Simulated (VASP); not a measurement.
# SnO (P4/nmm) in VASP: single point with r2SCAN

Aim: the single point of SnO with r2SCAN.

All numbers are computed with VASP 6.6.1; they aren't measurements. Logs are shortened: lines on timing, memory, paths and dates and some standing lists are left out, and cuts for length are marked.

### Step 1. The cell of the first run

The structure is tetragonal, space group P4/nmm (No. 129). Conventional cell: a = 3.837 Å, b = 3.837 Å, c = 4.759 Å, α = 90.00°, β = 90.00°, γ = 90.00°. Sn (site symmetry 4mm) has 4 O at 2.24 Å within 3.0 Å. Within 3.0 Å of O (site symmetry -4m2) lie 4 Sn at 2.24 Å and 4 O at 2.71 Å.

### Step 2. Single point, r2SCAN

Contents of POSCAR:

```
SnO
1.0
    3.8365550882      0.0000000000      0.0000000000
    0.0000000000      3.8365550882      0.0000000000
    0.0000000000      0.0000000000      4.7594503725
Sn O
2 2
Direct
    0.5000000000      0.0000000000      0.2434679921
    0.0000000000      0.5000000000      0.7565320079
    0.0000000000      0.0000000000      0.0000000000
    0.5000000000      0.5000000000      0.0000000000
```

Contents of INCAR.step1:

```
ALGO     = Normal         # electronic algorithm
EDIFF    = 1E-4           # SCF threshold, eV
ENCUT    = 520            # plane-wave cutoff, eV
GGA      = PE             # functional
ISMEAR   = 0              # smearing method
LASPH    = True           # aspherical terms in the spheres
LCHARG   = False          # write CHGCAR
LREAL    = False          # projectors in reciprocal space
LWAVE    = True           # write WAVECAR
NBANDS   = 28             # bands
NELM     = 60             # most SCF steps
PREC     = Accurate       # precision mode
SIGMA    = 0.1            # smearing width, eV
```

Contents of INCAR.step2:

```
ALGO     = Normal         # electronic algorithm
EDIFF    = 1E-6           # SCF threshold, eV
ENCUT    = 520            # plane-wave cutoff, eV
ISIF     = 2              # what is computed and relaxed
ISMEAR   = 0              # smearing method
ISTART   = 1            
LASPH    = True           # aspherical terms in the spheres
LCHARG   = False          # write CHGCAR
LMIXTAU  = True         
LREAL    = False          # projectors in reciprocal space
LWAVE    = False          # write WAVECAR
METAGGA  = R2SCAN         # meta-GGA
NBANDS   = 28             # bands
NELM     = 60             # most SCF steps
PREC     = Accurate       # precision mode
SIGMA    = 0.1            # smearing width, eV
```

Contents of KPOINTS:

```
k-points
0
Gamma
  12 12 10
```

Potentials or basis: VASP PAW PBE potentials, release 64 (Sn_d, O).

The run is started by

```sh
> cat potpaw_PBE.64/Sn_d/POTCAR potpaw_PBE.64/O/POTCAR > POTCAR
> cp INCAR.step1 INCAR
> mpirun -np 1 vasp_std > vasp.out
> cp INCAR.step2 INCAR
> mpirun -np 1 vasp_std > vasp.out
```

OUTCAR:

```text
EDIFF = 1E-6
   ENCUT = 520
   ISIF = 2
   ISMEAR = 0
   ISTART = 1
   LASPH = True
   LREAL = False
   METAGGA = R2SCAN
   NELM = 60
   PREC = Accurate

 ion  position               nearest neighbor table
   1  0.500  0.000  0.243-   3 2.24   4 2.24   4 2.24   3 2.24   2 3.57   2 3.57   2 3.57   2 3.57
                             2 3.65   2 3.65   2 3.65   2 3.65
   2  0.000  0.500  0.757-   3 2.24   4 2.24   3 2.24   4 2.24   1 3.57   1 3.57   1 3.57   1 3.57
                             1 3.65   1 3.65   1 3.65   1 3.65
   3  0.000  0.000  0.000-   1 2.24   2 2.24   2 2.24   1 2.24
   4  0.500  0.500  0.000-   1 2.24   2 2.24   1 2.24   2 2.24

  LATTYP: Found a simple tetragonal cell.
 ALAT       =     3.8365550882
 C/A-ratio  =     1.2405531168

  Lattice vectors:

 A1 = (   3.8365550882,   0.0000000000,   0.0000000000)
 A2 = (   0.0000000000,   3.8365550882,   0.0000000000)
 A3 = (   0.0000000000,   0.0000000000,   4.7594503725)

Analysis of symmetry for initial positions (statically):
=====================================================================
 Subroutine PRICEL returns:
 Original cell was already a primitive cell.

 Routine SETGRP: Setting up the symmetry group for a
 simple tetragonal supercell.

 Subroutine GETGRP returns: Found 16 space group operations
 (whereof  8 operations were pure point group operations)
 out of a pool of 16 trial point group operations.

The static configuration has the point symmetry D_2d.
 The point group associated with its full space group is D_4h.

Analysis of symmetry for dynamics (positions and initial velocities):
=====================================================================
 Subroutine PRICEL returns:
 Original cell was already a primitive cell.

 Routine SETGRP: Setting up the symmetry group for a
 simple tetragonal supercell.

 Subroutine GETGRP returns: Found 16 space group operations
 (whereof  8 operations were pure point group operations)
 out of a pool of 16 trial point group operations.

The dynamic configuration has the point symmetry D_2d.
 The point group associated with its full space group is D_4h.

 Subroutine INISYM returns: Found 16 space group operations
 (whereof  8 operations are pure point group operations),
 and found     1 'primitive' translations

----------------------------------------------------------------------------------------

                                     Primitive cell

  volume of cell :      70.0551

  direct lattice vectors                    reciprocal lattice vectors
     3.836555088  0.000000000  0.000000000     0.260650499  0.000000000  0.000000000
     0.000000000  3.836555088  0.000000000     0.000000000  0.260650499  0.000000000
     0.000000000  0.000000000  4.759450372     0.000000000  0.000000000  0.210108294

  length of vectors
     3.836555088  3.836555088  4.759450372     0.260650499  0.260650499  0.210108294

  position of ions in fractional coordinates (direct lattice)
     0.500000000  0.000000000  0.243467992
     0.000000000  0.500000000  0.756532008
     0.000000000  0.000000000  0.000000000
     0.500000000  0.500000000  0.000000000

  ion indices of the primitive-cell ions
   primitive index   ion index
                 1           1
                 2           2
                 3           3
                 4           4

----------------------------------------------------------------------------------------

 KPOINTS: k-points

Automatic generation of k-mesh.
 Grid dimensions read from file:
 generate k-points for:   12   12   10

 Generating k-lattice:

  Cartesian coordinates                     Fractional coordinates (reciprocal lattice)
     0.021720875  0.000000000  0.000000000     0.083333333  0.000000000  0.000000000
     0.000000000  0.021720875  0.000000000     0.000000000  0.083333333  0.000000000
     0.000000000  0.000000000  0.021010829     0.000000000  0.000000000  0.100000000

  Length of vectors
     0.021720875  0.021720875  0.021010829

  Shift w.r.t. Gamma in fractional coordinates (k-lattice)
     0.000000000  0.000000000  0.000000000

 Subroutine IBZKPT returns following result:
 ===========================================

 Found    168 irreducible k-points:

 Following reciprocal coordinates:
            Coordinates               Weight
  0.000000  0.000000  0.000000      1.000000
  0.083333  0.000000  0.000000      4.000000
  0.166667  0.000000  0.000000      4.000000
  0.250000  0.000000  0.000000      4.000000
  0.333333  0.000000  0.000000      4.000000
  0.416667  0.000000  0.000000      4.000000
[... 16 lines left out ...]
  0.333333  0.333333  0.000000      4.000000
  0.416667  0.333333  0.000000      8.000000
 [... further k-points ...]
   k-points           NKPTS =    168   k-points in BZ     NKDIM =    168   number of bands    NBANDS=     28
   number of dos      NEDOS =    301   number of ions     NIONS =      4
   total plane-waves  NPLWV =  32400
   dimension x,y,z NGX =    30 NGY =   30 NGZ =   36
   dimension x,y,z NGXF=    60 NGYF=   60 NGZF=   72
   ions per type =               2   2
   NGX,Y,Z   is equivalent  to a cutoff of  13.00, 13.00, 12.57 a.u.
   NGXF,Y,Z  is equivalent  to a cutoff of  26.00, 26.00, 25.15 a.u.
 SYSTEM =  unknown system
   PREC   = accura    normal or accurate (medium, high low for compatibility)
   ISTART =      1    job   : 0-new  1-cont  2-samecut
   ICHARG =      0    charge: 1-file 2-atom 10-const
   ISPIN  =      1    spin polarized calculation?
   LNONCOLLINEAR =      F non collinear calculations
   LSORBIT =      F    spin-orbit coupling
   LASPH  =      T    aspherical Exc in radial PAW
   ENCUT  =  520.0 eV  38.22 Ry    6.18 a.u.   7.13  7.13  8.85*2*pi/ulx,y,z
   NELM   =     60;   NELMIN=  2; NELMDL=  0     # of ELM steps
   EDIFF  = 0.1E-05   stopping-criterion for ELM
   LREAL  =      F    real-space projection
   EDIFFG = 0.1E-04   stopping-criterion for IOM
   NSW    =      0    number of steps for IOM
   IBRION =     -1    ionic relax: 0-MD 1-quasi-New 2-CG
   NFREE  =      0    steps in history (QN), initial steepest desc. (CG)
   ISIF   =      2    stress and relaxation
   ISYM   =      2    0-nonsym 1-usesym 2-fastsym
   POTIM  = 0.5000    time-step for ionic-motion
   TEBEG  =    0.0;   TEEND  =   0.0 temperature during run
   PSTRESS=    0.0 pullay stress
   NELECT =      40.0000    total number of electrons
   NUPDOWN=      -1.0000    fix difference up-down
   EMIN   =  10.00;   EMAX   =-10.00  energy-range for DOS
   EFERMI =   0.00;   METHOD = LEGACY
   ISMEAR =     0;   SIGMA  =   0.10  broadening in eV -4-tet -1-fermi 0-gaus
   EFERMI_NEDOS =   21; number of points for ismear=-14 and -15
   IALGO  =     38    algorithm
   IMIX   =      4    mixing-type and parameters
     AMIX     =   0.40;   BMIX     =  1.00
     AMIX_MAG =   1.60;   BMIX_MAG =  1.00
  volume/ion in A,a.u.               =      17.51       118.19
  Fermi-wavevector in a.u.,A,eV,Ry     =   1.358152  2.566534 25.096979  1.844576
  Thomas-Fermi vector in A             =   2.485009
   LORBIT       =      0    0 simple, 1 ext, 2 COOP (PROOUT), +10 PAW based schemes
   METAGGA = R2SCAN    functional components
   LHFCALC =     F    Hartree Fock is set to
   AEXX    =    0.0000 exact exchange contribution
   IVDW    =     0    specifies the selected vdW correction
   LEPSILON=     F    determine dielectric tensor
   LRPA    =     F    only Hartree local field effects (RPA)
 non-spin polarized calculation
 Gauss-broadening in eV      SIGMA  =   0.10
  energy-cutoff  :      520.00
  volume of cell :       70.06
 maximum number of plane-waves:      1912
 NGX is ok and might be reduce to    30
   NGX = 15   NGY = 15   NGZ = 17

 number of electron      40.0000015 magnetization

 Free energy of the ion-electron system (eV)
  ---------------------------------------------------
  ext. energy  EPLUGINS =         0.00000000
  ---------------------------------------------------
  free energy    TOTEN  =       -66.88791342 eV

  energy without entropy =      -66.88768200  energy(sigma->0) =      -66.88779771

 E-fermi :   7.1570     XC(G=0): -10.9595

 val. band max:        7.0683009246   @ k =   0.0000   0.0000   0.0000
 cond. band min:       7.1801936572   @ k =   0.5000   0.5000   0.0000
 fundamental gap:      0.1118927327
 Fermi energy:         7.1569623728

 k-point     1 :       0.0000    0.0000    0.0000
  band No.  band energies     occupation
      1     -15.7704      2.00000
      2     -15.2674      2.00000
      3     -15.2643      2.00000
      4     -15.2643      2.00000
      5     -15.2224      2.00000
      6     -15.2001      2.00000
[... 20 lines left out ...]
     27      14.0485      0.00000
     28      14.6816      0.00000

 k-point     2 :       0.0833    0.0000    0.0000
  band No.  band energies     occupation
      1     -15.7661      2.00000
      2     -15.2666      2.00000
      3     -15.2632      2.00000
      4     -15.2622      2.00000
      5     -15.2226      2.00000
      6     -15.2001      2.00000
[... 20 lines left out ...]
     27      14.1886      0.00000
     28      15.2090      0.00000

 k-point     3 :       0.1667    0.0000    0.0000
  band No.  band energies     occupation
      1     -15.7537      2.00000
      2     -15.3022      2.00000
      3     -15.2598      2.00000
      4     -15.2564      2.00000
      5     -15.2418      2.00000
      6     -15.2230      2.00000
[... 20 lines left out ...]
     27      14.3440      0.00000
     28      16.4599      0.00000

 k-point     4 :       0.2500    0.0000    0.0000
  band No.  band energies     occupation
      1     -15.7340      2.00000
      2     -15.3948      2.00000
      3     -15.2539      2.00000
      4     -15.2474      2.00000
      5     -15.2364      2.00000
      6     -15.2233      2.00000
[... 578 lines left out ...]
     27      15.4036      0.00000
     28      15.4036      0.00000

 k-point    23 :       0.3333    0.3333    0.0000
  band No.  band energies     occupation
      1     -15.7022      2.00000
      2     -15.6106      2.00000
      3     -15.2465      2.00000
      4     -15.2314      2.00000
      5     -15.2253      2.00000
      6     -15.2234      2.00000
[... 20 lines left out ...]
     27      14.6752      0.00000
     28      15.8214      0.00000

 k-point    24 :       0.4167    0.3333    0.0000
  band No.  band energies     occupation
      1     -15.6940      2.00000
      2     -15.6488      2.00000
      3     -15.2342      2.00000
      4     -15.2332      2.00000
      5     -15.2290      2.00000
      6     -15.2216      2.00000
[... 20 lines left out ...]
     27      15.0396      0.00000
     28      15.4740      0.00000

 [... further k-points ...]

------------------------ aborting loop because EDIFF is reached ----------------------------------------

  FORCE on cell =-STRESS in cart. coord.  units (eV):
  Direction    XX          YY          ZZ          XY          YZ          ZX
  --------------------------------------------------------------------------------------
  -------------------------------------------------------------------------------------
  Total       -0.7805350     -0.7805350     -0.3599895      0.0000000      0.0000000      0.0000000
  in kB      -17.8510297    -17.8510297     -8.2330488      0.0000000      0.0000000      0.0000000
  external PRESSURE =     -14.6450361 kB  Pullay stress =       0.0000000 kB

 VOLUME and BASIS-vectors are now :
 -----------------------------------------------------------------------------
  energy-cutoff  :      520.00
  volume of cell :       70.06
      direct lattice vectors                 reciprocal lattice vectors
     3.836555088  0.000000000  0.000000000     0.260650499  0.000000000  0.000000000
     0.000000000  3.836555088  0.000000000     0.000000000  0.260650499  0.000000000
     0.000000000  0.000000000  4.759450372     0.000000000  0.000000000  0.210108294

 POSITION                                       TOTAL-FORCE (eV/Angst)
 -----------------------------------------------------------------------------------
      1.91828      0.00000      1.15877        -0.000000      0.000000     -0.386377
      0.00000      1.91828      3.60068         0.000000      0.000000      0.386377
      0.00000      0.00000      0.00000         0.000000      0.000000      0.000000
      1.91828      1.91828      0.00000         0.000000     -0.000000      0.000000
 -----------------------------------------------------------------------------------
    total drift:                                0.000000      0.000000     -0.000000

  FREE ENERGIE OF THE ION-ELECTRON SYSTEM (eV)
  ---------------------------------------------------
  free  energy   TOTEN  =       -66.8879134224 eV

  energy  without entropy=      -66.8876820018  energy(sigma->0) =      -66.88779771
```

Wall time 20 min (1 thread of Oxide Virtual Turin-like, shared host); peak memory 0.34 GiB.

What came out:

```yaml
Free_energy: -66.8879 eV
Pressure: -1.5 GPa
Largest_force: 0.386 eV/Å
Band_gap_on_the_k_mesh: 0.11 eV (least direct gap 2.19 eV)
```

Forces in eV/Å, atoms in the order of the input:
```
Sn   0.000  0.000 -0.386
Sn   0.000  0.000  0.386
O    0.000  0.000  0.000
O    0.000  0.000  0.000
```

Stress tensor (GPa, compression positive):
```
-1.79  0.00  0.00
 0.00 -1.79  0.00
 0.00  0.00 -0.82
```

Caveat: semilocal functionals underestimate gaps, and a narrow one can read as zero; the PAW data sets were made with another functional, which shifts forces and pressure a little; spin-orbit coupling is left out, which moves the levels of the heavy elements.
